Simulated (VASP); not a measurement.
# AlN (Cm) in VASP: notebook

Runs on AlN. Level: r2SCAN. Tasks: single point.

Program: VASP 6.6.1. These are calculated values, not measurements. Logs are shortened: lines on timing, memory, paths and dates and some standing lists are left out, and cuts for length are marked.

### 1 The cell of the first run

It takes space group Cm (No. 8, monoclinic). Conventional cell: a = 5.388 Å, b = 3.111 Å, c = 4.978 Å, α = 90.00°, β = 90.00°, γ = 90.00°. Al (site symmetry m) has 4 N at 1.76 to 1.97 Å within 2.3 Å. Within 2.4 Å of Al (site symmetry m) lie 4 N at 1.84 to 2.04 Å. N (site symmetry m) has 4 Al at 1.84 to 2.04 Å within 2.4 Å. Within 2.3 Å of N (site symmetry m) lie 4 Al at 1.76 to 1.97 Å.

### 2 Single point, r2SCAN

Input file POSCAR:

```
AlN
1.0
    3.1110021516      0.0000000000      0.0000000000
   -1.5555010758      2.6942068945      0.0000000000
    0.0000000000      0.0000000000      4.9780000000
Al N
2 2
Direct
    0.3333333333      0.6666666667      0.0000000000
    0.6666666667      0.3333333333      0.5000000000
    0.3863791903      0.6931895951      0.3758495897
    0.7197125236      0.3598562618      0.8758495897
```

Input file INCAR.step1:

```
PREC = Accurate
ENCUT = 520
ISMEAR = 0
SIGMA = 0.05
LREAL = False
LASPH = True
NELM = 60
NBANDS = 16
GGA = PE
ALGO = Normal
EDIFF = 1E-4
LWAVE = True
LCHARG = False
```

Input file INCAR.step2:

```
PREC = Accurate
ENCUT = 520
EDIFF = 1E-7
ISMEAR = 0
SIGMA = 0.05
LREAL = False
LASPH = True
NELM = 60
ALGO = Normal
ISIF = 2
LWAVE = False
LCHARG = False
METAGGA = R2SCAN
LMIXTAU = True
NBANDS = 16
ISTART = 1
```

Input file KPOINTS:

```
regular mesh
0
Gamma
  12 12 6
```

Potentials or basis: VASP PAW PBE potentials, release 64 (Al, N).

The run is started by

```sh
$ cat potpaw_PBE.64/Al/POTCAR potpaw_PBE.64/N/POTCAR > POTCAR
$ cp INCAR.step1 INCAR
$ mpirun -np 1 vasp_std > vasp.out
$ cp INCAR.step2 INCAR
$ mpirun -np 1 vasp_std > vasp.out
```

OUTCAR:

```text
PREC = Accurate
   ENCUT = 520
   EDIFF = 1E-7
   ISMEAR = 0
   LREAL = False
   LASPH = True
   NELM = 60
   ISIF = 2
   METAGGA = R2SCAN
   ISTART = 1

 ion  position               nearest neighbor table
   1  0.333  0.667  0.000-   4 1.76   3 1.88   4 1.97   4 1.97   2 3.07   2 3.07   2 3.07   2 3.07
                             2 3.07   2 3.07
   2  0.667  0.333  0.500-   3 1.84   3 1.84   4 1.88   3 2.04   1 3.07   1 3.07   1 3.07   1 3.07
                             1 3.07   1 3.07
   3  0.386  0.693  0.376-   2 1.84   2 1.84   1 1.88   2 2.04
   4  0.720  0.360  0.876-   1 1.76   2 1.88   1 1.97   1 1.97

  LATTYP: Found a hexagonal cell.
 ALAT       =     3.1110021516
 C/A-ratio  =     1.6001274694

  Lattice vectors:

 A1 = (   3.1110021516,   0.0000000000,   0.0000000000)
 A2 = (  -1.5555010758,   2.6942068945,   0.0000000000)
 A3 = (   0.0000000000,   0.0000000000,   4.9780000000)

Analysis of symmetry for initial positions (statically):
=====================================================================
 Subroutine PRICEL returns:
 Original cell was already a primitive cell.

 Routine SETGRP: Setting up the symmetry group for a
 hexagonal supercell.

 Subroutine GETGRP returns: Found  2 space group operations
 (whereof  2 operations were pure point group operations)
 out of a pool of 24 trial point group operations.

The static configuration has the point symmetry C_1h.

Analysis of symmetry for dynamics (positions and initial velocities):
=====================================================================
 Subroutine PRICEL returns:
 Original cell was already a primitive cell.

 Routine SETGRP: Setting up the symmetry group for a
 hexagonal supercell.

 Subroutine GETGRP returns: Found  2 space group operations
 (whereof  2 operations were pure point group operations)
 out of a pool of 24 trial point group operations.

The dynamic configuration has the point symmetry C_1h.

 Subroutine INISYM returns: Found  2 space group operations
 (whereof  2 operations are pure point group operations),
 and found     1 'primitive' translations

----------------------------------------------------------------------------------------

                                     Primitive cell

  volume of cell :      41.7240

  direct lattice vectors                    reciprocal lattice vectors
     3.111002152  0.000000000  0.000000000     0.321439829  0.185583372  0.000000000
    -1.555501076  2.694206895  0.000000000     0.000000000  0.371166744  0.000000000
     0.000000000  0.000000000  4.978000000     0.000000000  0.000000000  0.200883889

  length of vectors
     3.111002152  3.111002152  4.978000000     0.371166744  0.371166744  0.200883889

  position of ions in fractional coordinates (direct lattice)
     0.333333333  0.666666667  0.000000000
     0.666666667  0.333333333  0.500000000
     0.386379190  0.693189595  0.375849590
     0.719712524  0.359856262  0.875849590

  ion indices of the primitive-cell ions
   primitive index   ion index
                 1           1
                 2           2
                 3           3
                 4           4

----------------------------------------------------------------------------------------

 KPOINTS: regular mesh

Automatic generation of k-mesh.
 Grid dimensions read from file:
 generate k-points for:   12   12    6

 Generating k-lattice:

  Cartesian coordinates                     Fractional coordinates (reciprocal lattice)
     0.026786652  0.015465281  0.000000000     0.083333333  0.000000000  0.000000000
     0.000000000  0.030930562  0.000000000     0.000000000  0.083333333  0.000000000
     0.000000000  0.000000000  0.033480648     0.000000000  0.000000000  0.166666667

  Length of vectors
     0.030930562  0.030930562  0.033480648

  Shift w.r.t. Gamma in fractional coordinates (k-lattice)
     0.000000000  0.000000000  0.000000000

 Subroutine IBZKPT returns following result:
 ===========================================

 Found    242 irreducible k-points:

 Following reciprocal coordinates:
            Coordinates               Weight
  0.000000  0.000000  0.000000      1.000000
  0.083333  0.000000  0.000000      2.000000
  0.000000  0.083333  0.000000      4.000000
  0.166667 -0.000000  0.000000      2.000000
  0.000000  0.166667  0.000000      4.000000
  0.250000 -0.000000  0.000000      2.000000
[... 16 lines left out ...]
 -0.083333  0.416667  0.000000      4.000000
 -0.416667  0.333333  0.000000      4.000000
 [... further k-points ...]
   k-points           NKPTS =    242   k-points in BZ     NKDIM =    242   number of bands    NBANDS=     16
   number of dos      NEDOS =    301   number of ions     NIONS =      4
   total plane-waves  NPLWV =  23040
   dimension x,y,z NGX =    24 NGY =   24 NGZ =   40
   dimension x,y,z NGXF=    48 NGYF=   48 NGZF=   80
   ions per type =               2   2
   NGX,Y,Z   is equivalent  to a cutoff of  12.83, 12.83, 13.36 a.u.
   NGXF,Y,Z  is equivalent  to a cutoff of  25.65, 25.65, 26.72 a.u.
 SYSTEM =  unknown system
   PREC   = accura    normal or accurate (medium, high low for compatibility)
   ISTART =      1    job   : 0-new  1-cont  2-samecut
   ICHARG =      0    charge: 1-file 2-atom 10-const
   ISPIN  =      1    spin polarized calculation?
   LNONCOLLINEAR =      F non collinear calculations
   LSORBIT =      F    spin-orbit coupling
   LASPH  =      T    aspherical Exc in radial PAW
   ENCUT  =  520.0 eV  38.22 Ry    6.18 a.u.   5.78  5.78  9.26*2*pi/ulx,y,z
   NELM   =     60;   NELMIN=  2; NELMDL=  0     # of ELM steps
   EDIFF  = 0.1E-06   stopping-criterion for ELM
   LREAL  =      F    real-space projection
   EDIFFG = 0.1E-05   stopping-criterion for IOM
   NSW    =      0    number of steps for IOM
   IBRION =     -1    ionic relax: 0-MD 1-quasi-New 2-CG
   NFREE  =      0    steps in history (QN), initial steepest desc. (CG)
   ISIF   =      2    stress and relaxation
   ISYM   =      2    0-nonsym 1-usesym 2-fastsym
   POTIM  = 0.5000    time-step for ionic-motion
   TEBEG  =    0.0;   TEEND  =   0.0 temperature during run
   PSTRESS=    0.0 pullay stress
   NELECT =      16.0000    total number of electrons
   NUPDOWN=      -1.0000    fix difference up-down
   EMIN   =  10.00;   EMAX   =-10.00  energy-range for DOS
   EFERMI =   0.00;   METHOD = LEGACY
   ISMEAR =     0;   SIGMA  =   0.05  broadening in eV -4-tet -1-fermi 0-gaus
   EFERMI_NEDOS =   21; number of points for ismear=-14 and -15
   IALGO  =     38    algorithm
   IMIX   =      4    mixing-type and parameters
     AMIX     =   0.40;   BMIX     =  1.00
     AMIX_MAG =   1.60;   BMIX_MAG =  1.00
  volume/ion in A,a.u.               =      10.43        70.39
  Fermi-wavevector in a.u.,A,eV,Ry     =   1.189377  2.247596 19.247033  1.414617
  Thomas-Fermi vector in A             =   2.325485
   LORBIT       =      0    0 simple, 1 ext, 2 COOP (PROOUT), +10 PAW based schemes
   METAGGA = R2SCAN    functional components
   LHFCALC =     F    Hartree Fock is set to
   AEXX    =    0.0000 exact exchange contribution
   IVDW    =     0    specifies the selected vdW correction
   LEPSILON=     F    determine dielectric tensor
   LRPA    =     F    only Hartree local field effects (RPA)
 non-spin polarized calculation
 Gauss-broadening in eV      SIGMA  =   0.05
  energy-cutoff  :      520.00
  volume of cell :       41.72
 maximum number of plane-waves:      1152
   NGX = 11   NGY = 11   NGZ = 19

 number of electron      16.0000002 magnetization

 Free energy of the ion-electron system (eV)
  ---------------------------------------------------
  ext. energy  EPLUGINS =         0.00000000
  ---------------------------------------------------
  free energy    TOTEN  =       -38.14098715 eV

  energy without entropy =      -38.14098715  energy(sigma->0) =      -38.14098715

 E-fermi :   6.2584     XC(G=0): -11.4007

 val. band max:        6.0105630368   @ k =   0.0000   0.0000   0.0000
 cond. band min:      10.7284001436   @ k =   0.0000   0.0000   0.0000
 fundamental gap:      4.7178371068
 Fermi energy:         6.2584045354

 k-point     1 :       0.0000    0.0000    0.0000
  band No.  band energies     occupation
      1     -10.0787      2.00000
      2      -7.9617      2.00000
      3      -0.1934      2.00000
      4       4.9194      2.00000
      5       4.9421      2.00000
      6       5.6020      2.00000
[... 8 lines left out ...]
     15      20.0283      0.00000
     16      20.1281      0.00000

 k-point     2 :       0.0833    0.0000    0.0000
  band No.  band energies     occupation
      1      -9.9901      2.00000
      2      -7.9126      2.00000
      3      -0.0865      2.00000
      4       4.5475      2.00000
      5       4.8135      2.00000
      6       5.3091      2.00000
[... 8 lines left out ...]
     15      20.0574      0.00000
     16      20.0984      0.00000

 k-point     3 :       0.0000    0.0833    0.0000
  band No.  band energies     occupation
      1      -9.9901      2.00000
      2      -7.9125      2.00000
      3      -0.0863      2.00000
      4       4.5282      2.00000
      5       4.8152      2.00000
      6       5.3757      2.00000
[... 8 lines left out ...]
     15      20.0577      0.00000
     16      20.1444      0.00000

 k-point     4 :       0.1667   -0.0000    0.0000
  band No.  band energies     occupation
      1      -9.7324      2.00000
      2      -7.7791      2.00000
      3       0.2283      2.00000
      4       3.5714      2.00000
      5       4.4458      2.00000
      6       4.5536      2.00000
[... 8 lines left out ...]
     15      19.4217      0.00000
     16      19.4928      0.00000

 k-point     5 :       0.0000    0.1667    0.0000
  band No.  band energies     occupation
      1      -9.7325      2.00000
      2      -7.7786      2.00000
      3       0.2290      2.00000
      4       3.5580      2.00000
      5       4.3010      2.00000
      6       4.7527      2.00000
[... 8 lines left out ...]
     15      19.3603      0.00000
     16      19.5575      0.00000

 k-point     6 :       0.2500   -0.0000    0.0000
  band No.  band energies     occupation
      1      -9.3330      2.00000
      2      -7.6040      2.00000
      3       0.7300      2.00000
      4       2.4084      2.00000
      5       3.4537      2.00000
      6       4.2450      2.00000
[... 8 lines left out ...]
     15      19.1287      0.00000
     16      20.1391      0.00000
[... 267 lines left out ...]
 k-point    21 :      -0.3333    0.2500    0.0000
  band No.  band energies     occupation
      1      -9.0422      2.00000
      2      -7.5028      2.00000
      3       1.1116      2.00000
      4       1.8833      2.00000
      5       2.7841      2.00000
      6       4.1184      2.00000
[... 8 lines left out ...]
     15      19.2677      0.00000
     16      21.0170      0.00000

 k-point    22 :       0.3333    0.0833    0.0000
  band No.  band energies     occupation
      1      -8.5539      2.00000
      2      -7.4165      2.00000
      3       1.0125      2.00000
      4       1.7793      2.00000
      5       2.2149      2.00000
      6       3.6731      2.00000
[... 8 lines left out ...]
     15      19.3338      0.00000
     16      21.8173      0.00000

 k-point    23 :      -0.0833    0.4167    0.0000
  band No.  band energies     occupation
      1      -8.5554      2.00000
      2      -7.4126      2.00000
      3       0.9920      2.00000
      4       1.7946      2.00000
      5       2.1884      2.00000
      6       3.7420      2.00000
[... 8 lines left out ...]
     15      19.1540      0.00000
     16      21.8882      0.00000

 k-point    24 :      -0.4167    0.3333    0.0000
  band No.  band energies     occupation
      1      -8.5550      2.00000
      2      -7.4134      2.00000
      3       0.9980      2.00000
      4       1.7888      2.00000
      5       2.1853      2.00000
      6       3.7498      2.00000
[... 8 lines left out ...]
     15      19.2618      0.00000
     16      21.8458      0.00000

 [... further k-points ...]

------------------------ aborting loop because EDIFF is reached ----------------------------------------

  FORCE on cell =-STRESS in cart. coord.  units (eV):
  Direction    XX          YY          ZZ          XY          YZ          ZX
  --------------------------------------------------------------------------------------
  -------------------------------------------------------------------------------------
  Total        0.5323094      0.1480100      0.7536947      0.3328131      0.8004653      1.3864374
  in kB       20.4403630      5.6834962     28.9414241     12.7798215     30.7373873     53.2383653
  external PRESSURE =      18.3550944 kB  Pullay stress =       0.0000000 kB

 VOLUME and BASIS-vectors are now :
 -----------------------------------------------------------------------------
  energy-cutoff  :      520.00
  volume of cell :       41.72
      direct lattice vectors                 reciprocal lattice vectors
     3.111002152  0.000000000  0.000000000     0.321439829  0.185583372  0.000000000
    -1.555501076  2.694206895  0.000000000     0.000000000  0.371166744  0.000000000
     0.000000000  0.000000000  4.978000000     0.000000000  0.000000000  0.200883889

 POSITION                                       TOTAL-FORCE (eV/Angst)
 -----------------------------------------------------------------------------------
     -0.00000      1.79614      0.00000         2.307268      1.332102     -0.008426
      1.55550      0.89807      2.48900         1.426400      0.823532     -0.109501
      0.12377      1.86760      1.87098        -1.424609     -0.822498      0.113858
      1.67927      0.96953      4.35998        -2.309058     -1.333135      0.004069
 -----------------------------------------------------------------------------------
    total drift:                               -0.000425     -0.000246     -0.014341

  FREE ENERGIE OF THE ION-ELECTRON SYSTEM (eV)
  ---------------------------------------------------
  free  energy   TOTEN  =       -38.1409871460 eV

  energy  without entropy=      -38.1409871460  energy(sigma->0) =      -38.14098715
```

Wall time 9.3 min (1 thread of AMD EPYC 7R13, shared host); peak memory 0.27 GiB.

Results:

* Free energy: -38.1410 eV
* Pressure: 1.8 GPa
* Largest force: 2.666 eV/Å
* Band gap on the k mesh: 4.72 eV

Forces in eV/Å, atoms in the order of the input:
```
Al   2.307  1.332 -0.008
Al   1.426  0.824 -0.110
N   -1.425 -0.822  0.114
N   -2.309 -1.333  0.004
```

Caveat: the cell differs from its parent crystal (all N atoms moved -0.150 Å, as atom 3 towards its neighbour atom 2 (Al) at 1.885 Å); the PAW data sets were made with another functional, which shifts forces and pressure a little. A k mesh can miss the band edges.

### 3 Single point, r2SCAN

POSCAR, as its differences from that of step 2:

```diff
@@ -10,3 +10,3 @@
     0.6666666667      0.3333333333      0.5000000000
-    0.3863791903      0.6931895951      0.3758495897
-    0.7197125236      0.3598562618      0.8758495897
+    0.2714465002      0.6357232501      0.3956754787
+    0.6047798335      0.3023899168      0.8956754787
```

Input file INCAR.step1:

```
SYSTEM = AlN
ALGO = Normal ; EDIFF = 1E-4
ENCUT = 520 ; GGA = PE
ISMEAR = 0 ; LASPH = .TRUE.
LCHARG = .FALSE. ; LREAL = .FALSE.
LWAVE = .TRUE. ; NBANDS = 16
NELM = 100 ; PREC = Accurate
SIGMA = 0.05
```

Input file INCAR.step2:

```
SYSTEM = AlN
ALGO = Normal ; EDIFF = 1E-6
ENCUT = 520 ; ISIF = 2
ISMEAR = 0 ; ISTART = 1
LASPH = .TRUE. ; LCHARG = .TRUE.
LELF = .TRUE. ; LMIXTAU = .TRUE.
LREAL = .FALSE. ; LVHAR = .TRUE.
LWAVE = .FALSE. ; METAGGA = R2SCAN
NBANDS = 16 ; NELM = 100
PREC = Accurate ; SIGMA = 0.05
```

Input file KPOINTS:

```
k-points
0
G
  12 12 6
  0 0 0
```

Potentials or basis: VASP PAW PBE potentials, release 64 (Al, N).

The run is started by

```sh
$ cat potpaw_PBE.64/Al/POTCAR potpaw_PBE.64/N/POTCAR > POTCAR
$ cp INCAR.step1 INCAR
$ mpirun -np 1 vasp_std > vasp.out
$ cp INCAR.step2 INCAR
$ mpirun -np 1 vasp_std > vasp.out
```

Wall time 8.1 min (1 thread of AMD EPYC 7R13, shared host); peak memory 0.27 GiB.

It converged, with:

```yaml
Free_energy: -37.8916 eV
Pressure: 3.6 GPa
Largest_force: 4.205 eV/Å
Band_gap_on_the_k_mesh: 4.52 eV
```

Forces in eV/Å, atoms in the order of the input:
```
Al  -1.970 -1.137  1.118
Al  -3.459 -1.997  1.286
N    3.465  2.001 -1.292
N    1.963  1.133 -1.112
```

Stress tensor (GPa, compression positive):
```
 9.07  2.13 -5.99
 2.13  6.61 -3.46
-5.99 -3.46 -4.88
```

Levels at points of the mesh, in eV from the valence-band top:
| k point | band 4 | band 5 | band 6 | band 7 | band 8 | band 9 | band 10 | band 11 | band 12 | band 13 |
| --- | --- | --- | --- | --- | --- | --- | --- | --- | --- | --- |
| (0.00, 0.00, 0.00) | -1.48 | -1.43 | -0.57 | -0.51 | 0.00 | 4.52 | 7.13 | 11.37 | 11.64 | 11.70 |
| (0.50, 0.00, 0.00) | -4.56 | -3.58 | -2.61 | -1.94 | -1.06 | 6.24 | 6.34 | 8.65 | 10.72 | 11.48 |
| (0.00, 0.50, 0.00) | -4.57 | -3.60 | -2.48 | -1.97 | -1.04 | 6.19 | 6.23 | 8.51 | 10.83 | 11.60 |
| (0.00, 0.00, 0.50) | -3.59 | -1.36 | -1.28 | -0.65 | -0.59 | 6.92 | 6.93 | 10.80 | 10.86 | 11.72 |
| (0.50, 0.00, 0.50) | -5.81 | -2.22 | -1.75 | -1.59 | -1.42 | 5.68 | 5.76 | 9.48 | 9.92 | 12.37 |
| (0.00, 0.50, 0.50) | -5.89 | -2.11 | -1.85 | -1.57 | -1.38 | 5.69 | 5.73 | 9.51 | 9.73 | 12.33 |

Caveat: the cell differs from its parent crystal (all N atoms moved +0.175 Å, as atom 3 towards its neighbour atom 2 (Al) at 1.885 Å); the stress differs along the axes, from -5 to 9 GPa; the PAW data sets were made with another functional, which shifts forces and pressure a little. A k mesh can miss the band edges.
